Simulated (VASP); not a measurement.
Runs of VASP 6.6.1 on ScAl. The structure is that of space group Pm-3m (No. 221), or close to it. The cells are those of the table. 

| cell | gap on the mesh (eV) | pressure (GPa) |
| --- | --- | --- |
| a = 3.415 Å, 2 atoms | none | (b) |
| a = 3.382 Å, 2 atoms | none | (a) |
| a = 3.447 Å, 2 atoms | none | -5.9 |
| a = 3.348 Å, 2 atoms | none | -0.1 |
| a = 3.313 Å, 2 atoms | none | 2.6 |

Alike in all rows: task single point; level PBEsol; potentials or basis VASP PAW PBE potentials, release 64 (Sc_sv, Al); no spin polarisation; k mesh 9 × 9 × 9; cutoff (eV) 520; smearing fermi-dirac 0.1 eV.

**Question.** Fill in the values left out.

**Answer.** (a) -2.3; (b) -4.2.

Caveats: the PAW data sets were made with another functional, which shifts forces and pressure a little.

A gap of «none» marks levels without a gap at the run's occupations.
